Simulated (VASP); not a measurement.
# AlNi2 (P-3m1) in VASP: further runs, part 2 of 2

VASP 6.6.1. The steps go on from the part before.

## Step 4: Single point, PBEsol

INCAR reads:

```
ALGO = Fast ; EDIFF = 1E-7
ENCUT = 520 ; GGA = PS
ISIF = 2 ; ISMEAR = 0
LASPH = True ; LCHARG = False
LREAL = False ; LWAVE = False
NBANDS = 32 ; NELM = 80
PREC = Accurate ; SIGMA = 0.15
```

KPOINTS reads:

```
k-points
0
Gamma
  12 12 10
```

POSCAR reads:

```
AlNi2
1.0
    3.9748989536      0.0000000000      0.0000000000
   -1.9874494768      3.4423634713      0.0000000000
    0.0000000000      0.0000000000      4.9060444288
Al Ni
2 4
Direct
    0.3333333333      0.6666666667      0.1925788628
    0.6666666667      0.3333333333      0.8074211372
    0.3333333333      0.6666666667      0.6875372664
    0.6666666667      0.3333333333      0.3124627336
    0.0000000000      0.0000000000      0.5000000000
    0.0000000000      0.0000000000      0.0000000000
```

Potentials or basis: VASP PAW PBE potentials, release 64 (Al, Ni).

Started as:

```bash
cat potpaw_PBE.64/Al/POTCAR potpaw_PBE.64/Ni/POTCAR > POTCAR
mpirun -np 1 vasp_std > vasp.out
```

OUTCAR:

```text
EDIFF = 1E-7
   ENCUT = 520
   GGA = PS
   ISIF = 2
   ISMEAR = 0
   LASPH = True
   LREAL = False
   NELM = 80
   PREC = Accurate

 ion  position               nearest neighbor table
   1  0.333  0.667  0.193-   4 2.37   4 2.37   4 2.37   3 2.43   3 2.48   6 2.48   6 2.48   6 2.48
                             5 2.75   5 2.75   5 2.75   2 2.97   2 2.97   2 2.97
   2  0.667  0.333  0.807-   3 2.37   3 2.37   3 2.37   4 2.43   4 2.48   6 2.48   6 2.48   6 2.48
                             5 2.75   5 2.75   5 2.75   1 2.97   1 2.97   1 2.97
   3  0.333  0.667  0.688-   2 2.37   2 2.37   2 2.37   1 2.43   5 2.47   5 2.47   5 2.47   1 2.48
                             6 2.76   6 2.76   6 2.76   4 2.94   4 2.94   4 2.94
   4  0.667  0.333  0.312-   1 2.37   1 2.37   1 2.37   2 2.43   5 2.47   5 2.47   5 2.47   2 2.48
                             6 2.76   6 2.76   6 2.76   3 2.94   3 2.94   3 2.94
   5  0.000  0.000  0.500-   6 2.45   6 2.45   3 2.47   4 2.47   4 2.47   3 2.47   4 2.47   3 2.47
                             1 2.75   2 2.75   1 2.75   2 2.75   2 2.75   1 2.75
   6  0.000  0.000  0.000-   5 2.45   5 2.45   1 2.48   2 2.48   2 2.48   1 2.48   2 2.48   1 2.48
                             3 2.76   4 2.76   4 2.76   3 2.76   3 2.76   4 2.76

  LATTYP: Found a hexagonal cell.
 ALAT       =     3.9748989536
 C/A-ratio  =     1.2342563889

[... 198 lines left out ...]
  band No.  band energies     occupation
      1      -0.6628      2.00000
      2       4.6504      2.00000
      3       4.8351      2.00000
      4       6.1147      2.00000
      5       6.1147      2.00000
      6       6.6028      2.00000
[... 829 lines left out ...]
     31      16.6756      0.00000
     32      17.0638      0.00000

 [... further k-points ...]

------------------------ aborting loop because EDIFF is reached ----------------------------------------

  FORCE on cell =-STRESS in cart. coord.  units (eV):
  Direction    XX          YY          ZZ          XY          YZ          ZX
  --------------------------------------------------------------------------------------
  -------------------------------------------------------------------------------------
  Total        0.1005015      0.1005015      0.0494952      0.0000000     -0.0000000      0.0000000
  in kB        2.3986616      2.3986616      1.1812978      0.0000000     -0.0000000      0.0000000
  external PRESSURE =       1.9928736 kB  Pullay stress =       0.0000000 kB

 VOLUME and BASIS-vectors are now :
 -----------------------------------------------------------------------------
  energy-cutoff  :      520.00
  volume of cell :       67.13
      direct lattice vectors                 reciprocal lattice vectors
     3.974898954  0.000000000  0.000000000     0.251578722  0.145249043  0.000000000
    -1.987449477  3.442363471  0.000000000     0.000000000  0.290498086  0.000000000
     0.000000000  0.000000000  4.906044429     0.000000000  0.000000000  0.203830197

 POSITION                                       TOTAL-FORCE (eV/Angst)
 -----------------------------------------------------------------------------------
     -0.00000      2.29491      0.94480         0.000000      0.000000      0.003367
      1.98745      1.14745      3.96124        -0.000000     -0.000000     -0.003367
     -0.00000      2.29491      3.37309         0.000000      0.000000     -0.020811
      1.98745      1.14745      1.53296        -0.000000     -0.000000      0.020811
      0.00000      0.00000      2.45302        -0.000000      0.000000      0.000000
      0.00000      0.00000      0.00000        -0.000000      0.000000      0.000000
 -----------------------------------------------------------------------------------
    total drift:                               -0.000000      0.000000      0.000000

  FREE ENERGIE OF THE ION-ELECTRON SYSTEM (eV)
  ---------------------------------------------------
  free  energy   TOTEN  =       -35.8340793490 eV

  energy  without entropy=      -35.7990954043  energy(sigma->0) =      -35.81658738
```

OSZICAR:

```text
N       E                     dE             d eps       ncg     rms          rms(c)
DAV:   1     0.288545909302E+03    0.28855E+03   -0.19813E+04 10408   0.181E+03
DAV:   2    -0.230134923032E+02   -0.31156E+03   -0.29578E+03 10376   0.351E+02
DAV:   3    -0.414194109143E+02   -0.18406E+02   -0.17452E+02 11904   0.114E+02
[... 11 lines left out ...]
RMM:  15    -0.358340827877E+02   -0.28471E-04   -0.34831E-04 11945   0.152E-01    0.526E-02
RMM:  16    -0.358340745988E+02    0.81889E-05   -0.14875E-04 12994   0.909E-02    0.136E-02
RMM:  17    -0.358340789124E+02   -0.43135E-05   -0.52394E-05 14711   0.359E-02    0.647E-03
RMM:  18    -0.358340794396E+02   -0.52722E-06   -0.56686E-06 13839   0.127E-02    0.517E-03
RMM:  19    -0.358340793490E+02    0.90553E-07   -0.94599E-07  9706   0.559E-03
   1 F= -.35834079E+02 E0= -.35816587E+02  d E =-.349839E-01
```

stdout:

```text
POSCAR found type information on POSCAR AlNi
 POSCAR found :  2 types and       6 ions
 scaLAPACK will be used
 -----------------------------------------------------------------------------
|                                                                             |
|                                                                             |
|     You enforced a specific xc type in the INCAR file but a different       |
|     I HOPE YOU KNOW WHAT YOU ARE DOING!                                     |
|                                                                             |
 -----------------------------------------------------------------------------

 LDA part: xc-table for (Slater+PW92), standard interpolation
 POSCAR, INCAR and KPOINTS ok, starting setup
 FFT: planning ... GRIDC
 FFT: planning ... GRID_SOFT
 FFT: planning ... GRID
 WAVECAR not read
 entering main loop
```

Wall time 7.8 min (1 thread of Intel Xeon 6975P-C (Granite Rapids), shared host); peak memory 0.37 GiB.

Results:

* Free energy: -35.8341 eV
* Pressure: 0.2 GPa
* Largest force: 0.021 eV/Å
* Band gap on the k mesh: zero (band 23 reaches 13.85 eV, above the bottom of band 24 at 9.60 eV)

Forces in eV/Å, atoms in the order of the input:
```
Al   0.000  0.000  0.003
Al   0.000  0.000 -0.003
Ni   0.000  0.000 -0.021
Ni   0.000  0.000  0.021
Ni   0.000  0.000  0.000
Ni   0.000  0.000  0.000
```

Levels at points of the mesh, in eV from the Fermi level:
| k point | band 21 | band 22 | band 23 | band 24 | band 25 | band 26 |
| --- | --- | --- | --- | --- | --- | --- |
| (0.00, 0.00, 0.00) | -0.53 | -0.53 | 0.70 | 3.16 | 3.16 | 3.86 |
| (0.50, 0.00, 0.00) | -0.74 | -0.63 | -0.55 | -0.31 | 0.94 | 1.81 |
| (0.00, 0.00, 0.50) | -0.69 | -0.69 | 3.90 | 4.03 | 4.03 | 4.26 |
| (0.50, 0.00, 0.50) | -0.81 | -0.64 | -0.38 | -0.27 | 1.71 | 1.83 |

Caveat: the PAW data sets were made with another functional, which shifts forces and pressure a little.
